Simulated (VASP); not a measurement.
# PbO (Litharge) (P4/nmm) in VASP: further runs

The runs below take PbO (Litharge) through single point, with PBEsol, BLYP.

All numbers are computed with VASP 6.6.1; they aren't measurements. Logs are shortened: lines on timing, memory, paths and dates and some standing lists are left out, and cuts for length are marked.

## (1) The cell of the first run

Symmetry: P4/nmm, No. 129, tetragonal system. Conventional cell: a = 3.990 Å, b = 3.990 Å, c = 5.010 Å, α = 90.00°, β = 90.00°, γ = 90.00°. Within 3.1 Å of Pb (site symmetry 4mm) lie 4 O at 2.33 Å. O (site symmetry -4m2) has 4 Pb at 2.33 Å and 4 O at 2.82 Å within 3.1 Å.

## (2) Single point, PBEsol

INCAR

```
ALGO = Normal
EDIFF = 1E-7
ENCUT = 520
GGA = PS
ISIF = 2
ISMEAR = 0
LASPH = True
LCHARG = False
LREAL = False
LWAVE = False
NBANDS = 28
NELM = 80
PREC = Accurate
SIGMA = 0.01
```

KPOINTS

```
k-points
0
Gamma
  4 4 3
```

POSCAR

```
PbO
1.0
    3.9900000000      0.0000000000      0.0000000000
    0.0000000000      3.9900000000      0.0000000000
    0.0000000000      0.0000000000      5.0100000000
Pb O
2 2
Direct
    0.0000000000      0.5000000000      0.2400000000
    0.5000000000      0.0000000000      0.7600000000
    0.0000000000      0.0000000000      0.0000000000
    0.5000000000      0.5000000000      0.0000000000
```

Potentials or basis: VASP PAW PBE potentials, release 64 (Pb_d, O).

On the command line:

```sh
$ cat potpaw_PBE.64/Pb_d/POTCAR potpaw_PBE.64/O/POTCAR > POTCAR
$ mpirun -np 1 vasp_std > vasp.out
```

OUTCAR:

```text
EDIFF = 1E-7
   ENCUT = 520
   GGA = PS
   ISIF = 2
   ISMEAR = 0
   LASPH = True
   LREAL = False
   NELM = 80
   PREC = Accurate

 ion  position               nearest neighbor table
   1  0.000  0.500  0.240-   3 2.33   4 2.33   3 2.33   4 2.33   2 3.71   2 3.71   2 3.71   2 3.71
                             2 3.84   2 3.84   2 3.84   2 3.84
   2  0.500  0.000  0.760-   3 2.33   4 2.33   4 2.33   3 2.33   1 3.71   1 3.71   1 3.71   1 3.71
                             1 3.84   1 3.84   1 3.84   1 3.84
   3  0.000  0.000  0.000-   1 2.33   2 2.33   1 2.33   2 2.33
   4  0.500  0.500  0.000-   1 2.33   2 2.33   2 2.33   1 2.33

  LATTYP: Found a simple tetragonal cell.
 ALAT       =     3.9900000000
 C/A-ratio  =     1.2556390977

  Lattice vectors:

 A1 = (   3.9900000000,   0.0000000000,   0.0000000000)
 A2 = (   0.0000000000,   3.9900000000,   0.0000000000)
 A3 = (   0.0000000000,   0.0000000000,   5.0100000000)

Analysis of symmetry for initial positions (statically):
=====================================================================
 Subroutine PRICEL returns:
 Original cell was already a primitive cell.

 Routine SETGRP: Setting up the symmetry group for a
 simple tetragonal supercell.

 Subroutine GETGRP returns: Found 16 space group operations
 (whereof  8 operations were pure point group operations)
 out of a pool of 16 trial point group operations.

The static configuration has the point symmetry D_2d.
 The point group associated with its full space group is D_4h.

Analysis of symmetry for dynamics (positions and initial velocities):
=====================================================================
 Subroutine PRICEL returns:
 Original cell was already a primitive cell.

 Routine SETGRP: Setting up the symmetry group for a
 simple tetragonal supercell.

 Subroutine GETGRP returns: Found 16 space group operations
 (whereof  8 operations were pure point group operations)
 out of a pool of 16 trial point group operations.

The dynamic configuration has the point symmetry D_2d.
 The point group associated with its full space group is D_4h.

 Subroutine INISYM returns: Found 16 space group operations
 (whereof  8 operations are pure point group operations),
 and found     1 'primitive' translations

----------------------------------------------------------------------------------------

                                     Primitive cell

  volume of cell :      79.7597

  direct lattice vectors                    reciprocal lattice vectors
     3.990000000  0.000000000  0.000000000     0.250626566  0.000000000  0.000000000
     0.000000000  3.990000000  0.000000000     0.000000000  0.250626566  0.000000000
     0.000000000  0.000000000  5.010000000     0.000000000  0.000000000  0.199600798

  length of vectors
     3.990000000  3.990000000  5.010000000     0.250626566  0.250626566  0.199600798

  position of ions in fractional coordinates (direct lattice)
     0.000000000  0.500000000  0.240000000
     0.500000000  0.000000000  0.760000000
     0.000000000  0.000000000  0.000000000
     0.500000000  0.500000000  0.000000000

  ion indices of the primitive-cell ions
   primitive index   ion index
                 1           1
                 2           2
                 3           3
                 4           4

----------------------------------------------------------------------------------------

 KPOINTS: k-points

Automatic generation of k-mesh.
 Grid dimensions read from file:
 generate k-points for:    4    4    3

 Generating k-lattice:

  Cartesian coordinates                     Fractional coordinates (reciprocal lattice)
     0.062656642  0.000000000  0.000000000     0.250000000  0.000000000  0.000000000
     0.000000000  0.062656642  0.000000000     0.000000000  0.250000000  0.000000000
     0.000000000  0.000000000  0.066533599     0.000000000  0.000000000  0.333333333

  Length of vectors
     0.062656642  0.062656642  0.066533599

  Shift w.r.t. Gamma in fractional coordinates (k-lattice)
     0.000000000  0.000000000  0.000000000

 Subroutine IBZKPT returns following result:
 ===========================================

 Found     12 irreducible k-points:

 Following reciprocal coordinates:
            Coordinates               Weight
  0.000000  0.000000  0.000000      1.000000
  0.250000  0.000000  0.000000      4.000000
  0.500000  0.000000  0.000000      2.000000
  0.250000  0.250000  0.000000      4.000000
  0.500000  0.250000  0.000000      4.000000
  0.500000  0.500000  0.000000      1.000000
  0.000000  0.000000  0.333333      2.000000
  0.250000  0.000000  0.333333      8.000000
  0.500000  0.000000  0.333333      4.000000
  0.250000  0.250000  0.333333      8.000000
  0.500000  0.250000  0.333333      8.000000
  0.500000  0.500000  0.333333      2.000000
   k-points           NKPTS =     12   k-points in BZ     NKDIM =     12   number of bands    NBANDS=     28
   number of dos      NEDOS =    301   number of ions     NIONS =      4
   total plane-waves  NPLWV =  36000
   dimension x,y,z NGX =    30 NGY =   30 NGZ =   40
   dimension x,y,z NGXF=    60 NGYF=   60 NGZF=   80
   ions per type =               2   2
   NGX,Y,Z   is equivalent  to a cutoff of  12.50, 12.50, 13.27 a.u.
   NGXF,Y,Z  is equivalent  to a cutoff of  25.00, 25.00, 26.55 a.u.
 SYSTEM =  unknown system
   PREC   = accura    normal or accurate (medium, high low for compatibility)
   ISTART =      0    job   : 0-new  1-cont  2-samecut
   ICHARG =      2    charge: 1-file 2-atom 10-const
   ISPIN  =      1    spin polarized calculation?
   LNONCOLLINEAR =      F non collinear calculations
   LSORBIT =      F    spin-orbit coupling
   LASPH  =      T    aspherical Exc in radial PAW
   ENCUT  =  520.0 eV  38.22 Ry    6.18 a.u.   7.42  7.42  9.32*2*pi/ulx,y,z
   NELM   =     80;   NELMIN=  2; NELMDL= -5     # of ELM steps
   EDIFF  = 0.1E-06   stopping-criterion for ELM
   LREAL  =      F    real-space projection
   EDIFFG = 0.1E-05   stopping-criterion for IOM
   NSW    =      0    number of steps for IOM
   IBRION =     -1    ionic relax: 0-MD 1-quasi-New 2-CG
   NFREE  =      0    steps in history (QN), initial steepest desc. (CG)
   ISIF   =      2    stress and relaxation
   ISYM   =      2    0-nonsym 1-usesym 2-fastsym
   POTIM  = 0.5000    time-step for ionic-motion
   TEBEG  =    0.0;   TEEND  =   0.0 temperature during run
   PSTRESS=    0.0 pullay stress
   NELECT =      40.0000    total number of electrons
   NUPDOWN=      -1.0000    fix difference up-down
   EMIN   =  10.00;   EMAX   =-10.00  energy-range for DOS
   EFERMI =   0.00;   METHOD = LEGACY
   ISMEAR =     0;   SIGMA  =   0.01  broadening in eV -4-tet -1-fermi 0-gaus
   EFERMI_NEDOS =   21; number of points for ismear=-14 and -15
   IALGO  =     38    algorithm
   IMIX   =      4    mixing-type and parameters
     AMIX     =   0.40;   BMIX     =  1.00
     AMIX_MAG =   1.60;   BMIX_MAG =  1.00
  volume/ion in A,a.u.               =      19.94       134.56
  Fermi-wavevector in a.u.,A,eV,Ry     =   1.300670  2.457909 23.017539  1.691741
  Thomas-Fermi vector in A             =   2.431853
   LORBIT       =      0    0 simple, 1 ext, 2 COOP (PROOUT), +10 PAW based schemes
   GGA     = PS    functional components
   LHFCALC =     F    Hartree Fock is set to
   AEXX    =    0.0000 exact exchange contribution
   IVDW    =     0    specifies the selected vdW correction
   LEPSILON=     F    determine dielectric tensor
   LRPA    =     F    only Hartree local field effects (RPA)
 non-spin polarized calculation
 Gauss-broadening in eV      SIGMA  =   0.01
  energy-cutoff  :      520.00
  volume of cell :       79.76
 maximum number of plane-waves:      2186
 NGX is ok and might be reduce to    30
   NGX = 15   NGY = 15   NGZ = 19

 number of electron      39.9999999 magnetization

 Free energy of the ion-electron system (eV)
  ---------------------------------------------------
  ext. energy  EPLUGINS =         0.00000000
  ---------------------------------------------------
  free energy    TOTEN  =       -22.86407447 eV

  energy without entropy =      -22.86407447  energy(sigma->0) =      -22.86407447

 E-fermi :   4.9472     XC(G=0): -10.0709

 val. band max:        4.8933192165   @ k =   0.0000   0.0000   0.0000
 cond. band min:       5.9960495121   @ k =   0.5000   0.5000   0.0000
 fundamental gap:      1.1027302956
 Fermi energy:         4.9471969110

 k-point     1 :       0.0000    0.0000    0.0000
  band No.  band energies     occupation
      1     -13.2953      2.00000
      2     -12.7649      2.00000
      3     -11.0265      2.00000
      4     -11.0265      2.00000
      5     -10.9654      2.00000
      6     -10.9492      2.00000
[... 20 lines left out ...]
     27      12.2849      0.00000
     28      12.8329      0.00000

 k-point     2 :       0.2500    0.0000    0.0000
  band No.  band energies     occupation
      1     -13.1749      2.00000
      2     -12.8105      2.00000
      3     -10.9969      2.00000
      4     -10.9947      2.00000
      5     -10.9213      2.00000
      6     -10.9177      2.00000
[... 20 lines left out ...]
     27      12.7608      0.00000
     28      15.6534      0.00000

 k-point     3 :       0.5000    0.0000    0.0000
  band No.  band energies     occupation
      1     -12.9596      2.00000
      2     -12.9596      2.00000
      3     -10.9326      2.00000
      4     -10.9326      2.00000
      5     -10.9321      2.00000
      6     -10.9321      2.00000
[... 20 lines left out ...]
     27      13.9388      0.00000
     28      13.9388      0.00000

 k-point     4 :       0.2500    0.2500    0.0000
  band No.  band energies     occupation
      1     -13.0904      2.00000
      2     -12.8418      2.00000
      3     -10.9886      2.00000
      4     -10.9364      2.00000
      5     -10.8973      2.00000
      6     -10.8944      2.00000
[... 206 lines left out ...]
     27      14.4807      0.00000
     28      15.3787      0.00000

 k-point    11 :       0.5000    0.2500    0.3333
  band No.  band energies     occupation
      1     -12.9487      2.00000
      2     -12.9487      2.00000
      3     -10.9460      2.00000
      4     -10.9460      2.00000
      5     -10.8839      2.00000
      6     -10.8839      2.00000
[... 20 lines left out ...]
     27      14.7776      0.00000
     28      14.7776      0.00000

 k-point    12 :       0.5000    0.5000    0.3333
  band No.  band energies     occupation
      1     -12.9348      2.00000
      2     -12.9348      2.00000
      3     -10.9105      2.00000
      4     -10.9105      2.00000
      5     -10.8468      2.00000
      6     -10.8468      2.00000
[... 20 lines left out ...]
     27      15.0145      0.00000
     28      15.0145      0.00000

------------------------ aborting loop because EDIFF is reached ----------------------------------------

  FORCE on cell =-STRESS in cart. coord.  units (eV):
  Direction    XX          YY          ZZ          XY          YZ          ZX
  --------------------------------------------------------------------------------------
  -------------------------------------------------------------------------------------
  Total       -0.3405612     -0.3405612     -0.5391174      0.0000000      0.0000000      0.0000000
  in kB       -6.8410424     -6.8410424    -10.8295504      0.0000000      0.0000000      0.0000000
  external PRESSURE =      -8.1705451 kB  Pullay stress =       0.0000000 kB

 VOLUME and BASIS-vectors are now :
 -----------------------------------------------------------------------------
  energy-cutoff  :      520.00
  volume of cell :       79.76
      direct lattice vectors                 reciprocal lattice vectors
     3.990000000  0.000000000  0.000000000     0.250626566  0.000000000  0.000000000
     0.000000000  3.990000000  0.000000000     0.000000000  0.250626566  0.000000000
     0.000000000  0.000000000  5.010000000     0.000000000  0.000000000  0.199600798

 POSITION                                       TOTAL-FORCE (eV/Angst)
 -----------------------------------------------------------------------------------
      0.00000      1.99500      1.20240        -0.000000      0.000000     -0.291015
      1.99500      0.00000      3.80760         0.000000      0.000000      0.291015
      0.00000      0.00000      0.00000         0.000000      0.000000      0.000000
      1.99500      1.99500      0.00000         0.000000     -0.000000      0.000000
 -----------------------------------------------------------------------------------
    total drift:                                0.000000      0.000000      0.000000

  FREE ENERGIE OF THE ION-ELECTRON SYSTEM (eV)
  ---------------------------------------------------
  free  energy   TOTEN  =       -22.8640744697 eV

  energy  without entropy=      -22.8640744697  energy(sigma->0) =      -22.86407447
```

Wall time 24 s (1 thread of AMD EPYC 9R45 (Zen 5), shared host); peak memory 0.15 GiB.

Results:

| Quantity | Value |
| --- | --- |
| Free energy | -22.8641 eV |
| Pressure | -0.8 GPa |
| Largest force | 0.291 eV/Å |
| Band gap on the k mesh | 1.10 eV, indirect (least direct gap 2.05 eV) |

Forces on the atoms (eV/Å):
```
Pb   0.000  0.000 -0.291
Pb   0.000  0.000  0.291
O    0.000  0.000  0.000
O    0.000  0.000  0.000
```

Caveat: the PAW data sets were made with another functional, which shifts forces and pressure a little; spin-orbit coupling is left out, which moves the levels of the heavy elements. A k mesh can miss the band edges.

## (3) Single point, BLYP

INCAR

```
SYSTEM = PbO
  PREC = Accurate
  ENCUT = 520
  EDIFF = 1E-7
  ISMEAR = 0
  SIGMA = 0.01
  LREAL = .False.
  LASPH = .True.
  NELM = 80
  ALGO = Normal
  ISIF = 2
  LWAVE = .False.
  LCHARG = .True.
  GGA = B5
  ALDAX = 1.0
  AGGAX = 1.0
  AGGAC = 1.0
  ALDAC = 0.0
  LELF = .True.
  LVHAR = .True.
  NBANDS = 28
```

KPOINTS

```
regular mesh
0
Gamma
  4 4 3
  0 0 0
```

POSCAR is that of step 2.

Potentials or basis: VASP PAW PBE potentials, release 64 (Pb_d, O).

On the command line:

```sh
$ cat potpaw_PBE.64/Pb_d/POTCAR potpaw_PBE.64/O/POTCAR > POTCAR
$ mpirun -np 1 vasp_std > vasp.out
```

Run time: 49 s. Hardware: 1 thread of AMD EPYC 9R45 (Zen 5), shared host; peak memory 0.14 GiB.

The run converged. Its results:

- Free energy: -19.8951 eV
- Pressure: 7.0 GPa
- Largest force: 0.321 eV/Å
- Band gap on the k mesh: 1.26 eV, indirect (least direct gap 2.21 eV)

Forces on the atoms (eV/Å):
```
Pb   0.000  0.000  0.321
Pb   0.000  0.000 -0.321
O    0.000  0.000  0.000
O    0.000  0.000  0.000
```

Stress tensor (GPa, compression positive):
```
7.63 0.00 0.00
0.00 7.63 0.00
0.00 0.00 5.70
```

Levels at points of the mesh, in eV from the valence-band top:
| k point | band 18 | band 19 | band 20 | band 21 | band 22 | band 23 |
| --- | --- | --- | --- | --- | --- | --- |
| (0.00, 0.00, 0.00) | -1.54 | -1.54 | 0.00 | 2.51 | 5.54 | 5.54 |
| (0.50, 0.00, 0.00) | -2.85 | -1.62 | -1.62 | 3.46 | 3.46 | 6.58 |
| (0.50, 0.50, 0.00) | -1.68 | -0.94 | -0.94 | 1.26 | 1.26 | 5.40 |

Caveat: the PAW data sets were made with another functional, which shifts forces and pressure a little; spin-orbit coupling is left out, which moves the levels of the heavy elements.
